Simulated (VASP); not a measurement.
Si24NO47 (a cell with a defect): relaxation of the atoms with PBEsol

The system is Si24NO47 (a cell with a defect).

```xyz
72
Lattice="9.9016 0.0000 0.0000 -4.9508 8.5751 0.0000 0.0000 0.0000 10.8859" Properties=species:S:1:pos:R:3 pbc="T T T"
Si   -2.6423    8.5672    1.8061
Si    2.3122    0.0270    7.2438
Si   -0.1717    4.2945    1.8300
Si   -0.1623    4.3019    7.2286
Si    7.2945    0.0172    1.8310
Si    7.2639    0.0071    7.2744
Si    4.7826    4.3166    1.8093
Si    4.8331    4.2790    7.2314
Si    8.7265    1.9971    3.6106
Si    8.7288    1.9772    9.0502
Si    6.2582    6.2574    3.6222
Si   -3.6378    6.3492    9.0613
Si    3.8047    2.0193    3.6060
Si    3.7965    2.0051    9.0384
Si    1.3121    6.2895    3.6590
Si    1.3194    6.3392    9.0231
Si    1.3214    2.2799    0.0489
Si    1.3172    2.2782    5.4252
Si   -1.1665    6.5660    0.0180
Si   -1.1568    6.5694    5.4671
Si    6.2464    2.2614    0.0253
Si    6.2537    2.2795    5.4252
Si    3.7664    6.5539   10.8660
Si    3.7955    6.5726    5.4618
O     1.4048    1.1496    1.1500
O     1.3766    1.1309    6.6273
O    -1.0749    5.4109    1.1332
O    -1.0957    5.4293    6.6160
O     6.3137    1.1394    1.1920
O     6.3557    1.1533    6.5977
O     3.8658    5.4381    1.1754
O     3.8854    5.4255    6.6374
O     3.2780    0.6172    3.0001
O     3.2948    0.6382    8.4137
O     0.8031    4.9182    2.9693
O     0.8272    4.8664    8.4084
O     8.2378    0.6409    2.9694
O     8.2823    0.6265    8.3855
O     5.7541    4.9396    2.9933
O     5.7125    4.8879    8.4182
O     2.7723    2.5177   10.2379
O     0.3057    6.8060    4.7899
O     0.2910    6.7721   10.2040
O     7.7338    2.5187    4.7974
O     7.7135    2.5520   10.2381
O     5.2331    6.7998    4.7828
O     5.2170    6.8105   10.2374
O     0.3026    1.7774    4.2663
O     0.3008    1.7322    9.7116
O    -2.1766    6.0340    4.2411
O    -2.1707    6.0371    9.7411
O     5.2268    1.7548    4.2744
O     5.2430    1.7528    9.7001
O     2.7653    6.0537    4.2545
O     2.7499    6.0413    9.7021
O    -1.0809    3.1594    2.4635
O    -1.0983    3.1764    7.8793
O    -3.5455    7.4620    2.4671
O    -3.5156    7.4364    7.9186
O     3.8553    3.1371    2.4861
O     3.8946    3.1718    7.9161
O     1.3736    7.4258    2.4571
O     1.3973    7.4368    7.9094
O     0.8306    3.6888    0.6653
O     0.7934    3.6662    6.0875
O    -1.6954    7.9419    0.6097
O    -1.7092    7.9957    6.0886
O     5.7692    3.6825    0.6461
O     5.7327    3.6556    6.0910
O     3.2947    7.9299    0.6721
O     3.2859    7.9903    6.1117
N     2.7995    2.5188    4.8066
```

```yaml
Program: VASP 6.6.1
Task: relaxation of the atoms
Functional: PBEsol
Potentials_or_basis: VASP PAW PBE potentials, release 64 (Si, O, N)
Cutoff: 520 eV
k_mesh: 1 × 1 × 1, shifted
Occupations: fermi-dirac, width 0.05 eV
Spin: collinear spin
Dipole_correction: no
Charge: 1
Further_INCAR_settings: LREAL = Auto; ALGO = Normal; EDIFF = 1e-07; ISYM = -1; IBRION = 2; EDIFFG = -0.03; NSW = 100; NELECT = 382.0
```

| Item | Value |
| --- | --- |
| Energy gained by relaxing | 26.3 meV/atom |
| Ionic steps | 44 |
| Largest force after relaxing | 0.026 eV/Å |
| Net moment | 1.99 μB per cell |
| Site moments | Si -0.00, +0.00, -0.02 (each value once); O +0.00, +0.06, +0.10, +0.01, +0.08, +0.05, +0.02 (each value once); N +1.02 μB |
| Valence electrons inside the program's atomic spheres | Si 1.64, 1.63, 1.66 (each value once); O 5.22, 5.21, 5.19, 5.20 (each value once); N 3.62 |

Forces in eV/Å, atoms in the order of the input:
```
Si  -0.016 -0.005  0.013
Si  -0.007  0.025  0.004
Si   0.003 -0.003 -0.004
Si   0.016 -0.011  0.005
Si  -0.008 -0.002 -0.001
Si   0.003  0.003 -0.007
Si   0.003 -0.004 -0.009
Si  -0.020 -0.007 -0.005
Si  -0.003  0.001 -0.003
Si   0.001  0.006 -0.002
Si  -0.014 -0.006 -0.002
Si   0.002  0.015 -0.018
Si  -0.016  0.002  0.001
Si  -0.005 -0.016 -0.001
Si   0.001 -0.016 -0.002
Si  -0.009  0.004 -0.005
Si   0.005  0.002 -0.004
Si   0.021 -0.004  0.006
Si   0.003 -0.008  0.008
Si  -0.004  0.009  0.003
Si   0.005  0.009 -0.005
Si   0.007 -0.001  0.003
Si  -0.003 -0.013  0.006
Si   0.005  0.009 -0.012
O   -0.003  0.005 -0.015
O    0.016 -0.020  0.001
O   -0.001 -0.003  0.009
O    0.005 -0.022  0.010
O    0.007  0.001 -0.003
O    0.004  0.008  0.007
O    0.006 -0.012  0.006
O   -0.016  0.009 -0.009
O    0.002  0.006 -0.001
O   -0.006  0.011 -0.001
O   -0.012 -0.001 -0.007
O    0.001 -0.001 -0.007
O   -0.001 -0.003 -0.001
O    0.014  0.000 -0.006
O    0.019  0.007  0.007
O   -0.012 -0.008  0.008
O    0.006 -0.008  0.003
O    0.015 -0.010  0.006
O   -0.006 -0.006  0.002
O   -0.012  0.002 -0.007
O    0.002 -0.005  0.009
O    0.004  0.008  0.012
O   -0.010  0.017  0.009
O   -0.001 -0.010  0.001
O    0.004  0.006  0.009
O   -0.001 -0.003 -0.006
O   -0.002 -0.014  0.016
O   -0.006  0.002  0.002
O   -0.002  0.010 -0.001
O    0.022  0.000  0.005
O    0.002  0.005 -0.002
O   -0.002  0.001 -0.010
O    0.000  0.001  0.006
O   -0.008  0.017 -0.006
O    0.017  0.004 -0.005
O   -0.007 -0.001  0.001
O    0.002 -0.001  0.003
O    0.003  0.004 -0.004
O   -0.008  0.004 -0.004
O    0.002 -0.008 -0.004
O   -0.004 -0.004 -0.011
O    0.004  0.010  0.006
O   -0.010  0.011  0.010
O   -0.013 -0.011  0.017
O    0.000  0.001  0.004
O    0.018  0.007 -0.006
O    0.008  0.007 -0.009
N   -0.009 -0.005 -0.012
```

Step by step:
| step | energy change (eV) | largest force (eV/Å) | pressure (GPa) |
| --- | --- | --- | --- |
| 1 | 0.0000 | 3.8145 | 0.21 |
| 3 | -1.3711 | 1.6757 | -0.32 |
| 5 | -1.6061 | 0.6743 | -0.38 |
| 7 | -1.7267 | 0.6131 | -0.43 |
| 9 | -1.7759 | 0.5833 | -0.50 |
| 11 | -1.8099 | 0.4249 | -0.58 |
| 13 | -1.8332 | 0.2505 | -0.67 |
| 15 | -1.8503 | 0.2354 | -0.76 |
| 17 | -1.8590 | 0.1445 | -0.83 |
| 19 | -1.8664 | 0.1421 | -0.91 |
| 21 | -1.8720 | 0.1188 | -0.98 |
| 23 | -1.8760 | 0.1085 | -1.04 |
| 25 | -1.8789 | 0.0948 | -1.09 |
| 27 | -1.8818 | 0.0992 | -1.14 |
| 29 | -1.8841 | 0.0618 | -1.18 |
| 31 | -1.8854 | 0.0632 | -1.19 |
| 33 | -1.8869 | 0.0668 | -1.19 |
| 35 | -1.8881 | 0.0607 | -1.18 |
| 37 | -1.8892 | 0.0607 | -1.15 |
| 39 | -1.8906 | 0.0609 | -1.11 |
| 41 | -1.8913 | 0.0505 | -1.09 |
| 43 | -1.8921 | 0.0520 | -1.08 |
| 44 | -1.8927 | 0.0262 | -1.07 |

Levels at points of the mesh, in eV from the Fermi level:
Spin up:
| k point | band 189 | band 190 | band 191 | band 192 | band 193 | band 194 | band 195 | band 196 |
| --- | --- | --- | --- | --- | --- | --- | --- | --- |
| (0.25, 0.25, 0.25) | -0.43 | -0.40 | -0.36 | -0.34 | 6.17 | 6.83 | 6.86 | 7.06 |
Spin down:
| k point | band 188 | band 189 | band 190 | band 191 | band 192 | band 193 |
| --- | --- | --- | --- | --- | --- | --- |
| (0.25, 0.25, 0.25) | -0.39 | -0.35 | -0.34 | 0.27 | 0.37 | 6.20 |

Run time: 59 min on 8 MPI ranks on Intel(R) Xeon(R) 6975P-C (Granite Rapids), with other jobs on the host, peak memory 0.43 GiB a rank.

Caveat: the cell carries a net charge on a neutralising background, which shifts energy and pressure; the cell is charged against a uniform background, so pressure and absolute levels hang on convention; the PAW data sets were made with another functional, which shifts forces and pressure a little.
